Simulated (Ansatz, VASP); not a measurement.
## TaN in VASP and in Ansatz

File POSCAR:

```
TaN
1.0
    5.1960001500      0.0000000000      0.0000000000
   -2.5980000800      4.4998681300      0.0000000000
    0.0000000000      0.0000000000      2.9109996000
Ta N
3 3
Direct
    0.3333333333      0.6666666667      0.5000000000
    0.6666666667      0.3333333333      0.5000000000
    0.0000000000      0.0000000000      0.0000000000
    0.3928500000      0.0000000000      0.0000000000
    0.6071500000      0.6071500000      0.0000000000
    0.0000000000      0.3928500000      0.0000000000
```

The input INCAR.step1:

```
PREC = Accurate
ENCUT = 520
ISMEAR = 0
SIGMA = 0.05
LREAL = F
LASPH = T
NELM = 150
ISPIN = 2
MAGMOM = 2 2 2 0 0 0
LMAXMIX = 4
LDAU = T
LDAUTYPE = 2
LDAUL = 2 -1
LDAUU = 2 0
LDAUJ = 0 0
NBANDS = 37
GGA = PE
ALGO = Normal
EDIFF = 1E-4
LWAVE = T
LCHARG = F
```

File INCAR.step2:

```
PREC = Accurate
ENCUT = 520
EDIFF = 1E-7
ISMEAR = 0
SIGMA = 0.05
LREAL = F
LASPH = T
NELM = 150
ALGO = Normal
ISIF = 2
LWAVE = F
LCHARG = F
ISPIN = 2
MAGMOM = 2 2 2 0 0 0
LORBIT = 11
LMAXMIX = 4
LDAU = T
LDAUTYPE = 2
LDAUL = 2 -1
LDAUU = 2 0
LDAUJ = 0 0
LDAUPRINT = 1
METAGGA = R2SCAN
LMIXTAU = T
NBANDS = 37
ISTART = 1
```

Contents of KPOINTS:

```
Automatic mesh
0
Gamma
  4 4 6
```

Input for Ansatz:

```yaml
crystal:
  lattice:
    - [5.19600015, 0.0, 0.0]
    - [-2.59800008, 4.49986813, 0.0]
    - [0.0, 0.0, 2.9109996]
  atoms:
    - { symbol: Ta, position: [0.3333333333, 0.6666666667, 0.5], spin: 2.0 }
    - { symbol: Ta, position: [0.6666666667, 0.3333333333, 0.5], spin: 2.0 }
    - { symbol: Ta, position: [0.0, 0.0, 0.0], spin: 2.0 }
    - { symbol: "N", position: [0.39285, 0.0, 0.0] }
    - { symbol: "N", position: [0.60715, 0.60715, 0.0] }
    - { symbol: "N", position: [0.0, 0.39285, 0.0] }
basis:
  ecutwfc: 500
  ecutrho_ratio: 4
kpoints:
  mp_grid: { grid: [4, 4, 6] }
hamiltonian:
  xc: r2scan
  hubbard:
    sites:
      - { site: 0, l: d, u_eff: 2.0 }
      - { site: 1, l: d, u_eff: 2.0 }
      - { site: 2, l: d, u_eff: 2.0 }
scf:
  occupations: { method: gaussian, width: 0.05 }
  lower_state_search: "off"
  max_iter: 150
output:
  forces: true
  stress: true
  eigenvalues: true
  populations: true
  hubbard: { sites: [{ site: 0, l: d }, { site: 1, l: d }, { site: 2, l: d }] }
magnetization:
  spin_polarized: true
```

Alike in both runs: task single point; functional r2SCAN; k mesh 4 × 4 × 6; occupations gaussian, width 0.05 eV; collinear spin; Hubbard terms Ta d U = 2.0 eV.

|  | VASP | Ansatz |
| --- | --- | --- |
| version | VASP 6.6.1 | Ansatz 0.2.0 |
| potentials or method | VASP PAW PBE potentials, release 64 (Ta_pv, N), cutoff 520 eV | scalar-relativistic, plane waves, PAW |
| valence electrons in the cell | 48 | 54 |

Ansatz gave:

| Item | Value |
| --- | --- |
| gap on the k mesh at the Fermi level (eV) | none |
| pressure (GPa) | 2.3 |
| traceless stress, the component that is largest in VASP (GPa) | 0.67 |
| rms of the force components (eV/Å) | 0.011 |
| net moment per atom (μB) | 0.00 |

**Question.** Which values does VASP return?

**Answer.** gap on the k mesh at the Fermi level (eV): none; pressure (GPa): 8.1; traceless stress, the component that is largest in VASP (GPa): 1.16; rms of the force components (eV/Å): 0.044; net moment per atom (μB): 0.00.

VASP's potentials were made for PBE, not for r2SCAN. The programs project onto different local orbitals, so the same U acts differently, and such runs can settle in different states. Atom by atom the forces differ by 0.055 eV/Å (rms over components). A gap of «none» marks a metal or a gap that the smearing closes. VASP's potentials hold 48 valence electrons a cell and Ansatz's 54, so a difference there can come from the potentials and not from the codes. Ansatz's warnings: filled band counts differ across k points, seeded moment not kept, stability check not made.

Neither program's run includes spin-orbit coupling.
